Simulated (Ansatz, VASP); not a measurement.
**One calculation of As, two programs**

```xyz
4
Lattice="2.9580 0.0000 0.0000 -1.4790 2.5617 0.0000 0.0000 0.0000 9.6608" Properties=species:S:1:pos:R:3 pbc="T T T"
As    0.0000    0.0000    0.0000
As    0.0000    0.0000    4.8304
As    0.0000    1.7078    2.4152
As    1.4790    0.8539    7.2456
```

Alike in both runs: task relaxation of cell and atoms; functional revPBE; k mesh 12 × 12 × 4; occupations fermi-dirac, width 0.1 eV; no spin polarisation.

|  | VASP | Ansatz |
| --- | --- | --- |
| version | VASP 6.6.1 | Ansatz 0.2.0 |
| potentials or method | VASP PAW PBE potentials, release 64 (As), cutoff 600 eV | plane waves (420 eV) with PAW, scalar-relativistic |
| valence electrons in the cell | 20 | 60 |

```csv
,VASP,Ansatz,Ansatz less VASP
relaxed volume (Å³/atom),19.60,19.58,-0.022
relaxed cell length with the largest relative difference (Å),10.125,10.118,-0.0076
```

VASP's potentials were made for PBE, not for revPBE. VASP's potentials hold 20 valence electrons a cell and Ansatz's 60, so a difference there can come from the potentials and not from the codes.

Noted on VASP's run: too few bands were computed for a metal, which touches its energy and stress.
